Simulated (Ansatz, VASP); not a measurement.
# Two plane-wave programs on Mo2C3

INCAR

```
SYSTEM = Mo2C3
  PREC = Accurate
  ENCUT = 520
  EDIFF = 1E-6
  ISMEAR = 0
  SIGMA = 0.1
  LREAL = .False.
  LASPH = .True.
  NELM = 100
  ALGO = Normal
  ISIF = 2
  LWAVE = .False.
  LCHARG = .True.
  GGA = PE
  LELF = .True.
  LVHAR = .True.
  NBANDS = 28
```

File KPOINTS:

```
regular mesh
0
Gamma
  6 6 4
  0 0 0
```

POSCAR

```
Mo2C3
1.0
    3.5594930500      0.0000000000      0.0000000000
    0.0000000000      3.5594930500      0.0000000000
    0.0000000000      0.0000000000      5.6681625200
Mo C
2 3
Direct
    0.5000000000      0.5000000000      0.7755282700
    0.5000000000      0.5000000000      0.2244717300
    0.0000000000      0.0000000000      0.0000000000
    0.5000000000      0.0000000000      0.0000000000
    0.0000000000      0.5000000000      0.0000000000
```

Input for Ansatz:

```yaml
crystal:
  lattice:
    - [3.55949305, 0.0, 0.0]
    - [0.0, 3.55949305, 0.0]
    - [0.0, 0.0, 5.66816252]
  atoms:
    - { symbol: Mo, position: [0.5, 0.5, 0.77552827] }
    - { symbol: Mo, position: [0.5, 0.5, 0.22447173] }
    - { symbol: C, position: [0.0, 0.0, 0.0] }
    - { symbol: C, position: [0.5, 0.0, 0.0] }
    - { symbol: C, position: [0.0, 0.5, 0.0] }
basis:
  ecutwfc: 420
kpoints:
  mp_grid: { grid: [6, 6, 4] }
hamiltonian:
  xc: pbe
scf:
  occupations: { method: gaussian, width: 0.1 }
  lower_state_search: "off"
output:
  forces: true
  stress: true
  eigenvalues: true
```

Alike in both runs: task single point; functional PBE; k mesh 6 × 6 × 4; occupations gaussian, width 0.1 eV; no spin polarisation.

|  | VASP | Ansatz |
| --- | --- | --- |
| version | VASP 6.6.1 | Ansatz 0.2.0 |
| potentials or method | VASP PAW PBE potentials, release 64 (Mo_sv, C), cutoff 520 eV | scalar-relativistic, plane waves, PAW |
| valence electrons in the cell | 40 | 40 |

|  | VASP | Ansatz | Ansatz less VASP |
| --- | --- | --- | --- |
| gap on the k mesh at the Fermi level (eV) | none | none | - |
| pressure (GPa) | -12.0 | -12.3 | -0.25 |
| traceless stress, the component that is largest in VASP (GPa) | -2.02 | -2.04 | -0.021 |
| rms of the force components (eV/Å) | 0.150 | 0.142 | -0.0082 |

Atom by atom the forces differ by 0.008 eV/Å (rms over components). A gap of «none» marks a metal or a gap that the smearing closes.
